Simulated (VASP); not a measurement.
# CdGe3 (P1) in VASP: single point with PBE

Aim: the single point of CdGe3 with PBE.

All numbers are computed with VASP 6.6.1; they aren't measurements. Logs are shortened: lines on timing, memory, paths and dates and some standing lists are left out, and cuts for length are marked.

## (1) The cell of the first run

The typed cell holds 4 atoms: a = 5.534 Å, b = 5.534 Å, c = 5.534 Å, α = 135.07°, β = 135.07°, γ = 65.42°.

## (2) Single point, PBE (atoms moved at random)

Input file INCAR:

```
SYSTEM = CdGe3
PREC = Accurate ; ENCUT = 520
EDIFF = 1E-7 ; ISMEAR = -1
SIGMA = 0.05 ; LREAL = .False.
LASPH = .True. ; NELM = 80
ALGO = Normal ; ISIF = 2
LWAVE = .False. ; LCHARG = .False.
GGA = PE ; NBANDS = 35
```

Input file KPOINTS:

```
regular mesh
0
Gamma
  9 9 9
  0 0 0
```

Input file POSCAR:

```
CdGe3
1.0
   -2.1146640000      2.1146640000      4.6567280000
    2.1146640000     -2.1146640000      4.6567280000
    2.1146640000      2.1146640000     -4.6567280000
Cd Ge
1 3
Direct
    0.0022440000      0.0142280000      0.0131010000
    0.5052820000      0.5084040000      0.0080550000
    0.2539800000      0.7566860000      0.5162680000
    0.7622540000      0.2481320000      0.5028770000
```

Potentials or basis: VASP PAW PBE potentials, release 64 (Cd, Ge_d).

Run with:

```sh
$ cat potpaw_PBE.64/Cd/POTCAR potpaw_PBE.64/Ge_d/POTCAR > POTCAR
$ mpirun -np 1 vasp_std > vasp.out
```

OUTCAR:

```text
SYSTEM = CdGe3
   PREC = Accurate
   ENCUT = 520
   EDIFF = 1E-7
   ISMEAR = -1
   LREAL = .False.
   LASPH = .True.
   NELM = 80
   ISIF = 2
   GGA = PE

 ion  position               nearest neighbor table
   1  0.002  0.014  0.013-   2 2.96   2 2.98   2 3.01   2 3.02   4 3.08   3 3.11   3 3.12   4 3.14
                             3 3.16   4 3.18   4 3.18   3 3.19
   2  0.505  0.508  0.008-   1 2.96   1 2.98   1 3.01   1 3.02
   3  0.254  0.757  0.516-   1 3.11   1 3.12   1 3.16   1 3.19
   4  0.762  0.248  0.503-   1 3.08   1 3.14   1 3.18   1 3.18

  LATTYP: Found a body centered tetragonal cell.
 ALAT       =     4.2293280000
 C/A-ratio  =     2.2021124869

  Lattice vectors:

 A1 = (  -2.1146640000,   2.1146640000,   4.6567280000)
 A2 = (   2.1146640000,  -2.1146640000,   4.6567280000)
 A3 = (   2.1146640000,   2.1146640000,  -4.6567280000)

Analysis of symmetry for initial positions (statically):
=====================================================================
 Subroutine PRICEL returns:
 Original cell was already a primitive cell.

 Routine SETGRP: Setting up the symmetry group for a
 body centered tetragonal supercell.

 Subroutine GETGRP returns: Found  1 space group operations
 (whereof  1 operations were pure point group operations)
 out of a pool of 16 trial point group operations.

The static configuration has the point symmetry C_1 .

Analysis of symmetry for dynamics (positions and initial velocities):
=====================================================================
 Subroutine PRICEL returns:
 Original cell was already a primitive cell.

 Routine SETGRP: Setting up the symmetry group for a
 body centered tetragonal supercell.

 Subroutine GETGRP returns: Found  1 space group operations
 (whereof  1 operations were pure point group operations)
 out of a pool of 16 trial point group operations.

The dynamic configuration has the point symmetry C_1 .

 Subroutine INISYM returns: Found  1 space group operations
 (whereof  1 operations are pure point group operations),
 and found     1 'primitive' translations

----------------------------------------------------------------------------------------

                                     Primitive cell

[... 90 lines left out ...]
   LSORBIT =      F    spin-orbit coupling
   LASPH  =      T    aspherical Exc in radial PAW
   ENCUT  =  520.0 eV  38.22 Ry    6.18 a.u.  10.29 10.29 10.29*2*pi/ulx,y,z
   NELM   =     80;   NELMIN=  2; NELMDL= -5     # of ELM steps
   EDIFF  = 0.1E-06   stopping-criterion for ELM
   LREAL  =      F    real-space projection
   EDIFFG = 0.1E-05   stopping-criterion for IOM
   NSW    =      0    number of steps for IOM
   IBRION =     -1    ionic relax: 0-MD 1-quasi-New 2-CG
   NFREE  =      0    steps in history (QN), initial steepest desc. (CG)
   ISIF   =      2    stress and relaxation
   ISYM   =      2    0-nonsym 1-usesym 2-fastsym
   POTIM  = 0.5000    time-step for ionic-motion
   TEBEG  =    0.0;   TEEND  =   0.0 temperature during run
   PSTRESS=    0.0 pullay stress
   NELECT =      54.0000    total number of electrons
   NUPDOWN=      -1.0000    fix difference up-down
   EMIN   =  10.00;   EMAX   =-10.00  energy-range for DOS
   EFERMI =   0.00;   METHOD = LEGACY
   ISMEAR =    -1;   SIGMA  =   0.05  broadening in eV -4-tet -1-fermi 0-gaus
   EFERMI_NEDOS =   21; number of points for ismear=-14 and -15
   IALGO  =     38    algorithm
   IMIX   =      4    mixing-type and parameters
     AMIX     =   0.40;   BMIX     =  1.00
     AMIX_MAG =   1.60;   BMIX_MAG =  1.00
  volume/ion in A,a.u.               =      20.82       140.53
  Fermi-wavevector in a.u.,A,eV,Ry     =   1.416875  2.677506 27.314170  2.007535
  Thomas-Fermi vector in A             =   2.538164
   LORBIT       =      0    0 simple, 1 ext, 2 COOP (PROOUT), +10 PAW based schemes
   GGA     = PE    functional components
   LHFCALC =     F    Hartree Fock is set to
   AEXX    =    0.0000 exact exchange contribution
   IVDW    =     0    specifies the selected vdW correction
   LEPSILON=     F    determine dielectric tensor
   LRPA    =     F    only Hartree local field effects (RPA)
 non-spin polarized calculation
  energy-cutoff  :      520.00
  volume of cell :       83.30
 maximum number of plane-waves:      2258
 NGX is ok and might be reduce to    42
   NGX = 21   NGY = 21   NGZ = 21

 number of electron      54.0000009 magnetization

 Free energy of the ion-electron system (eV)
  ---------------------------------------------------
  ext. energy  EPLUGINS =         0.00000000
  ---------------------------------------------------
  free energy    TOTEN  =       -13.14486650 eV

  energy without entropy =      -13.12785492  energy(sigma->0) =      -13.13636071

 E-fermi :   5.1690     XC(G=0): -10.9094

 val. band max:        5.1678943136   @ k =   0.1111  -0.4444   0.2222
 cond. band min:       5.1733521402   @ k =   0.4444  -0.3333   0.3333
 fundamental gap:      0.0054578266
 Fermi energy:         5.1690174948

 k-point     1 :       0.0000    0.0000    0.0000
  band No.  band energies     occupation
      1     -19.6570      2.00000
      2     -19.6300      2.00000
      3     -19.6181      2.00000
      4     -19.6119      2.00000
      5     -19.6118      2.00000
      6     -19.5975      2.00000
[... 901 lines left out ...]
     34      11.0973      0.00000
     35      13.0276      0.00000

 [... further k-points ...]

------------------------ aborting loop because EDIFF is reached ----------------------------------------

  FORCE on cell =-STRESS in cart. coord.  units (eV):
  Direction    XX          YY          ZZ          XY          YZ          ZX
  --------------------------------------------------------------------------------------
  -------------------------------------------------------------------------------------
  Total       -0.3181317     -0.5362722      0.1258421     -0.0041602     -0.0105757     -0.0563910
  in kB       -6.1191907    -10.3150724      2.4205441     -0.0800209     -0.2034205     -1.0846672
  external PRESSURE =      -4.6712397 kB  Pullay stress =       0.0000000 kB

 VOLUME and BASIS-vectors are now :
 -----------------------------------------------------------------------------
  energy-cutoff  :      520.00
  volume of cell :       83.30
      direct lattice vectors                 reciprocal lattice vectors
    -2.114664000  2.114664000  4.656728000     0.000000000  0.236444182  0.107371528
     2.114664000 -2.114664000  4.656728000     0.236444182  0.000000000  0.107371528
     2.114664000  2.114664000 -4.656728000     0.236444182  0.236444182  0.000000000

 POSITION                                       TOTAL-FORCE (eV/Angst)
 -----------------------------------------------------------------------------------
      0.05305      0.00236      0.01570        -0.085129      0.022820     -0.025473
      0.02364      0.01043      4.68295         0.072965     -0.026343     -0.015163
      2.15479      0.02868      2.30228        -0.006987      0.002834      0.057075
     -0.02378      2.15061      2.36333         0.019151      0.000688     -0.016439
 -----------------------------------------------------------------------------------
    total drift:                                0.000095      0.000179     -0.000881

  FREE ENERGIE OF THE ION-ELECTRON SYSTEM (eV)
  ---------------------------------------------------
  free  energy   TOTEN  =       -13.1448664990 eV

  energy  without entropy=      -13.1278549234  energy(sigma->0) =      -13.13636071
```

Wall time 41 min (1 thread of Intel Xeon 8259CL, shared host); peak memory 0.92 GiB.

What came out:

* Free energy: -13.1449 eV
* Pressure: -0.5 GPa
* Largest force: 0.092 eV/Å
* Band gap on the k mesh: zero (bands 27 and 28 overlap by 3.67 eV)

Forces on the atoms (eV/Å):
```
Cd  -0.085  0.023 -0.025
Ge   0.073 -0.026 -0.015
Ge  -0.007  0.003  0.057
Ge   0.019  0.001 -0.016
```

Caveat: the cell differs from its parent crystal (atoms moved at random).
